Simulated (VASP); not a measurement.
# Be27H in VASP: notebook

The runs below take Be27H through single point, with PBE.

Everything below comes from runs of VASP 6.6.1. Logs are shortened: lines on timing, memory, paths and dates and some standing lists are left out, and cuts for length are marked.

### 1 The cell of the first run

The cell holds a slab with vacuum, 28 atoms: a = 6.870 Å, b = 6.870 Å, c = 14.588 Å, α = 90.00°, β = 90.00°, γ = 60.00°.

### 2 Single point, PBE

File INCAR:

```
SYSTEM = Be27H
  PREC = Accurate
  ENCUT = 520
  EDIFF = 1E-6
  ISMEAR = -1
  SIGMA = 0.15
  LREAL = Auto
  LASPH = .TRUE.
  NELM = 100
  ALGO = Normal
  ISIF = 2
  LWAVE = .FALSE.
  LCHARG = .FALSE.
  GGA = PE
  NBANDS = 48
```

File KPOINTS:

```
Automatic mesh
0
G
  2 2 1
  0 0 0
```

File POSCAR:

```
Be27H
1.0
    6.8700000000      0.0000000000      0.0000000000
    3.4350000000      5.9495950000      0.0000000000
    0.0000000000      0.0000000000     14.5884300000
Be H
27 1
Direct
    0.0000000000      0.0000000000      0.0685474722
    0.3333333333      0.0000000000      0.0685474722
    0.6666666667      0.0000000000      0.0685474722
   -0.0000001401      0.3333336135      0.0685474722
    0.3333331933      0.3333336135      0.0685474722
    0.6666665266      0.3333336135      0.0685474722
   -0.0000002801      0.6666672269      0.0685474722
    0.3333330532      0.6666672269      0.0685474722
    0.6666663865      0.6666672269      0.0685474722
   -0.1337920358      0.2078460803      0.1907950341
    0.2230909862      0.2374279258      0.1980679209
    0.5417058353      0.2346378199      0.2060948299
   -0.1191053037      0.5477011460      0.2174394366
    0.1843691864      0.5157157756      0.2125451471
    0.4852873101      0.5763249431      0.1973070440
   -0.1521126630      0.8969181936      0.2134157000
    0.1988901715      0.9207349408      0.1873128226
    0.5482417571      0.8922792224      0.2168156546
   -0.0041186015     -0.0398850678      0.3119595460
    0.3113113391     -0.0262034643      0.3383091943
    0.6625860709      0.0208249469      0.3313242069
    0.0070105278      0.3311317829      0.3416268920
    0.3352750345      0.2810947636      0.3340044131
    0.6572281488      0.3073486515      0.3238662419
   -0.0745316919      0.6772729909      0.3439986345
    0.3164345782      0.6652385583      0.3192804161
    0.6795818454      0.6082598900      0.3361842227
    0.9008441554      0.2015431302      0.3674418700
```

Potentials or basis: VASP PAW PBE potentials, release 64 (Be, H).

Started as:

```sh
cat potpaw_PBE.64/Be/POTCAR potpaw_PBE.64/H/POTCAR > POTCAR
mpirun -np 1 vasp_std > vasp.out
```

OUTCAR:

```text
SYSTEM = Be27H
   PREC = Accurate
   ENCUT = 520
   EDIFF = 1E-6
   ISMEAR = -1
   LREAL = Auto
   LASPH = .TRUE.
   NELM = 100
   ISIF = 2
   GGA = PE

 ion  position               nearest neighbor table
   1  0.000  0.000  0.069-  17 2.10  10 2.18   7 2.29   8 2.29   2 2.29   3 2.29   4 2.29   6 2.29

   2  0.333  0.000  0.069-  17 2.16   8 2.29   9 2.29   1 2.29   3 2.29   4 2.29   5 2.29  11 2.36

   3  0.667  0.000  0.069-   7 2.29   9 2.29   1 2.29   2 2.29   6 2.29   5 2.29  16 2.37
   4  1.000  0.333  0.069-   6 2.29   5 2.29   7 2.29   9 2.29   2 2.29   1 2.29  11 2.31  10 2.36

   5  0.333  0.333  0.069-  11 2.25   6 2.29   4 2.29   8 2.29   7 2.29   3 2.29   2 2.29  12 2.36

   6  0.667  0.333  0.069-  10 2.15   5 2.29   4 2.29   9 2.29   8 2.29   3 2.29   1 2.29
   7  1.000  0.667  0.069-   1 2.29   3 2.29   8 2.29   9 2.29   5 2.29   4 2.29
   8  0.333  0.667  0.069-  15 2.09   2 2.29   1 2.29   9 2.29   7 2.29   5 2.29   6 2.29  17 2.30
[... 18 lines left out ...]
  20  0.311  0.974  0.338-  26 2.12  23 2.20  19 2.25  18 2.28  22 2.30
  21  0.663  0.021  0.331-  24 1.95  16 2.05  23 2.06  19 2.13  25 2.15  18 2.21  12 2.23
  22  0.007  0.331  0.342-  28 1.45  27 2.10  23 2.11  25 2.15  13 2.23  20 2.30
  23  0.335  0.281  0.334-  21 2.06  22 2.11  20 2.20  11 2.20  14 2.27  12 2.27  24 2.31
  24  0.657  0.307  0.324-  28 1.59  21 1.95  12 2.06  27 2.16  10 2.31  23 2.31  19 2.36
  25  0.925  0.677  0.344-  27 1.97  13 2.14  21 2.15  22 2.15  19 2.27  16 2.32
  26  0.316  0.665  0.319-  15 2.04  20 2.12  19 2.12  14 2.29  27 2.34
  27  0.680  0.608  0.336-  25 1.97  22 2.10  13 2.12  24 2.16  26 2.34
  28  0.901  0.202  0.367-  22 1.45  24 1.59

  LATTYP: Found a hexagonal cell.
 ALAT       =     6.8700004122
 C/A-ratio  =     2.1234976892

  Lattice vectors:

 A1 = (  -3.4350000000,  -5.9495950000,   0.0000000000)
 A2 = (   6.8700000000,   0.0000000000,   0.0000000000)
 A3 = (   0.0000000000,   0.0000000000,  14.5884300000)

Analysis of symmetry for initial positions (statically):
=====================================================================
 Subroutine PRICEL returns:
 Original cell was already a primitive cell.

 Routine SETGRP: Setting up the symmetry group for a
 hexagonal supercell.

 Subroutine GETGRP returns: Found  1 space group operations
 (whereof  1 operations were pure point group operations)
 out of a pool of 24 trial point group operations.

The static configuration has the point symmetry C_1 .

Analysis of symmetry for dynamics (positions and initial velocities):
=====================================================================
 Subroutine PRICEL returns:
 Original cell was already a primitive cell.

 Routine SETGRP: Setting up the symmetry group for a
 hexagonal supercell.

 Subroutine GETGRP returns: Found  1 space group operations
 (whereof  1 operations were pure point group operations)
 out of a pool of 24 trial point group operations.

The dynamic configuration has the point symmetry C_1 .

 Subroutine INISYM returns: Found  1 space group operations
 (whereof  1 operations are pure point group operations),
 and found     1 'primitive' translations

----------------------------------------------------------------------------------------

                                     Primitive cell

  volume of cell :     596.2834

  direct lattice vectors                    reciprocal lattice vectors
     6.870000000  0.000000000  0.000000000     0.145560408 -0.084039334  0.000000000
     3.435000000  5.949595000  0.000000000     0.000000000  0.168078668  0.000000000
     0.000000000  0.000000000 14.588430000     0.000000000  0.000000000  0.068547472

  length of vectors
     6.870000000  6.870000412 14.588430000     0.168078678  0.168078668  0.068547472

  position of ions in fractional coordinates (direct lattice)
     0.000000000  0.000000000  0.068547472
     0.333333333  0.000000000  0.068547472
     0.666666667  0.000000000  0.068547472
     0.999999860  0.333333614  0.068547472
     0.333333193  0.333333614  0.068547472
     0.666666527  0.333333614  0.068547472
[... 20 lines left out ...]
     0.679581845  0.608259890  0.336184223
     0.900844155  0.201543130  0.367441870

  ion indices of the primitive-cell ions
   primitive index   ion index
                 1           1
                 2           2
                 3           3
                 4           4
                 5           5
                 6           6
[... 20 lines left out ...]
                27          27
                28          28

----------------------------------------------------------------------------------------

 KPOINTS: Automatic mesh

Automatic generation of k-mesh.
 Grid dimensions read from file:
 generate k-points for:    2    2    1

 Generating k-lattice:

  Cartesian coordinates                     Fractional coordinates (reciprocal lattice)
     0.072780204 -0.042019667  0.000000000     0.500000000 -0.000000000  0.000000000
     0.000000000  0.084039334  0.000000000     0.000000000  0.500000000  0.000000000
     0.000000000  0.000000000  0.068547472     0.000000000  0.000000000  1.000000000

  Length of vectors
     0.084039339  0.084039334  0.068547472

  Shift w.r.t. Gamma in fractional coordinates (k-lattice)
     0.000000000  0.000000000  0.000000000

 Subroutine IBZKPT returns following result:
 ===========================================

 Found      4 irreducible k-points:

 Following reciprocal coordinates:
            Coordinates               Weight
  0.000000  0.000000  0.000000      1.000000
  0.500000 -0.000000  0.000000      1.000000
  0.500000  0.500000  0.000000      1.000000
  0.000000  0.500000  0.000000      1.000000
   k-points           NKPTS =      4   k-points in BZ     NKDIM =      4   number of bands    NBANDS=     48
   number of dos      NEDOS =    301   number of ions     NIONS =     28
   total plane-waves  NPLWV = 314928
   dimension x,y,z NGX =    54 NGY =   54 NGZ =  108
   dimension x,y,z NGXF=   108 NGYF=  108 NGZF=  216
   ions per type =              27   1
   NGX,Y,Z   is equivalent  to a cutoff of  13.07, 13.07, 12.31 a.u.
   NGXF,Y,Z  is equivalent  to a cutoff of  26.13, 26.13, 24.61 a.u.
 SYSTEM =  Be27H
   PREC   = accura    normal or accurate (medium, high low for compatibility)
   ISTART =      0    job   : 0-new  1-cont  2-samecut
   ICHARG =      2    charge: 1-file 2-atom 10-const
   ISPIN  =      1    spin polarized calculation?
   LNONCOLLINEAR =      F non collinear calculations
   LSORBIT =      F    spin-orbit coupling
   LASPH  =      T    aspherical Exc in radial PAW
   ENCUT  =  520.0 eV  38.22 Ry    6.18 a.u.  12.77 12.77 27.12*2*pi/ulx,y,z
   NELM   =    100;   NELMIN=  2; NELMDL= -5     # of ELM steps
   EDIFF  = 0.1E-05   stopping-criterion for ELM
   LREAL  =      T    real-space projection
   EDIFFG = 0.1E-04   stopping-criterion for IOM
   NSW    =      0    number of steps for IOM
   IBRION =     -1    ionic relax: 0-MD 1-quasi-New 2-CG
   NFREE  =      0    steps in history (QN), initial steepest desc. (CG)
   ISIF   =      2    stress and relaxation
   ISYM   =      2    0-nonsym 1-usesym 2-fastsym
   POTIM  = 0.5000    time-step for ionic-motion
   TEBEG  =    0.0;   TEEND  =   0.0 temperature during run
   PSTRESS=    0.0 pullay stress
   NELECT =      55.0000    total number of electrons
   NUPDOWN=      -1.0000    fix difference up-down
   EMIN   =  10.00;   EMAX   =-10.00  energy-range for DOS
   EFERMI =   0.00;   METHOD = LEGACY
   ISMEAR =    -1;   SIGMA  =   0.15  broadening in eV -4-tet -1-fermi 0-gaus
   EFERMI_NEDOS =   21; number of points for ismear=-14 and -15
   IALGO  =     38    algorithm
   IMIX   =      4    mixing-type and parameters
     AMIX     =   0.40;   BMIX     =  1.00
     AMIX_MAG =   1.60;   BMIX_MAG =  1.00
  volume/ion in A,a.u.               =      21.30       143.71
  Fermi-wavevector in a.u.,A,eV,Ry     =   0.739682  1.397796  7.444141  0.547129
  Thomas-Fermi vector in A             =   1.833903
   LORBIT       =      0    0 simple, 1 ext, 2 COOP (PROOUT), +10 PAW based schemes
   GGA     = PE    functional components
   LHFCALC =     F    Hartree Fock is set to
   AEXX    =    0.0000 exact exchange contribution
   IVDW    =     0    specifies the selected vdW correction
   LEPSILON=     F    determine dielectric tensor
   LRPA    =     F    only Hartree local field effects (RPA)
 non-spin polarized calculation
  energy-cutoff  :      520.00
  volume of cell :      596.28
 maximum number of plane-waves:     16058
 NGX is ok and might be reduce to    54
   NGX = 25   NGY = 25   NGZ = 55

 number of electron      55.0000000 magnetization

 Free energy of the ion-electron system (eV)
  ---------------------------------------------------
  ext. energy  EPLUGINS =         0.00000000
  ---------------------------------------------------
  free energy    TOTEN  =       -92.56044105 eV

  energy without entropy =      -92.06248656  energy(sigma->0) =      -92.31146380

 E-fermi :  -0.5687     XC(G=0):  -5.3363

 val. band max:       -0.6588688585   @ k =   0.0000   0.0000   0.0000
 cond. band min:      -0.4717957660   @ k =   0.5000   0.5000   0.0000
 fundamental gap:      0.1870730925
 Fermi energy:        -0.5686528939

 k-point     1 :       0.0000    0.0000    0.0000
  band No.  band energies     occupation
      1     -10.2667      2.00000
      2      -8.6881      2.00000
      3      -7.6543      2.00000
      4      -7.3128      2.00000
      5      -7.0786      2.00000
      6      -6.9488      2.00000
[... 157 lines left out ...]
     38       3.0058      0.00000
     39       3.1244      0.00000
 [bands above 39 left out]

------------------------ aborting loop because EDIFF is reached ----------------------------------------

  FORCE on cell =-STRESS in cart. coord.  units (eV):
  Direction    XX          YY          ZZ          XY          YZ          ZX
  --------------------------------------------------------------------------------------
  -------------------------------------------------------------------------------------
  Total      -10.8069718    -14.6125200     -3.6290989      0.3833650      3.1134020      4.1225525
  in kB      -29.0376793    -39.2629569     -9.7511691      1.0300785      8.3655228     11.0770491
  external PRESSURE =     -26.0172685 kB  Pullay stress =       0.0000000 kB

 VOLUME and BASIS-vectors are now :
 -----------------------------------------------------------------------------
  energy-cutoff  :      520.00
  volume of cell :      596.28
      direct lattice vectors                 reciprocal lattice vectors
     6.870000000  0.000000000  0.000000000     0.145560408 -0.084039334  0.000000000
     3.435000000  5.949595000  0.000000000     0.000000000  0.168078668  0.000000000
     0.000000000  0.000000000 14.588430000     0.000000000  0.000000000  0.068547472

 POSITION                                       TOTAL-FORCE (eV/Angst)
 -----------------------------------------------------------------------------------
      0.00000      0.00000      1.00000        -0.526414     -0.184755     -0.271153
      2.29000      0.00000      1.00000         0.177037     -0.032427      0.299966
      4.58000      0.00000      1.00000        -0.080184     -0.032393      0.286307
      8.01500      1.98320      1.00000        -0.104228      0.057467      0.601900
      3.43500      1.98320      1.00000         0.188511      0.160959      0.097233
      5.72500      1.98320      1.00000        -0.498069      0.279333      0.082640
[... 20 lines left out ...]
      6.75810      3.61890      4.90440        -1.615138      1.190305     -0.406981
      6.88110      1.19910      5.36040        -0.621489     -0.391877      0.274194
 -----------------------------------------------------------------------------------
    total drift:                                0.000924      0.000015      0.000741

  FREE ENERGIE OF THE ION-ELECTRON SYSTEM (eV)
  ---------------------------------------------------
  free  energy   TOTEN  =       -92.5604410503 eV

  energy  without entropy=      -92.0624865584  energy(sigma->0) =      -92.31146380
```

It took 3.6 min on 1 thread of Intel Xeon 6975P-C (Granite Rapids), shared host; peak memory 0.62 GiB.

What came out:

```
Free energy   : -92.5604 eV
Largest force : 3.395 eV/Å
```

Forces on the atoms (eV/Å):
```
Be  -0.526 -0.185 -0.271
Be   0.177 -0.032  0.300
Be  -0.080 -0.032  0.286
Be  -0.104  0.057  0.602
Be   0.189  0.161  0.097
Be  -0.498  0.279  0.083
Be  -0.233  0.049  0.267
Be  -0.517  0.206 -0.624
Be  -0.059  0.037  0.489
Be   0.466  0.448  0.295
Be  -1.542 -2.694 -0.101
Be  -1.007 -0.300 -0.365
Be  -1.079  0.010 -1.220
Be   2.255  2.519  0.318
Be   2.074 -0.945  0.279
Be   0.594 -0.980 -1.486
Be  -0.067 -0.496  1.197
Be  -0.841 -0.276 -0.335
Be   1.153  0.558  1.409
Be   0.187  0.282 -0.399
Be  -1.240 -1.175  0.176
Be   0.032 -0.116 -0.673
Be   0.571  0.446 -0.304
Be   0.514  1.427  0.304
Be   1.808  0.174 -0.723
Be   0.011 -0.219  0.533
Be  -1.615  1.190 -0.407
H   -0.621 -0.392  0.274
```

Caveat: the k points lie up to 0.53 Å⁻¹ apart.

[end of part 1 of 2]
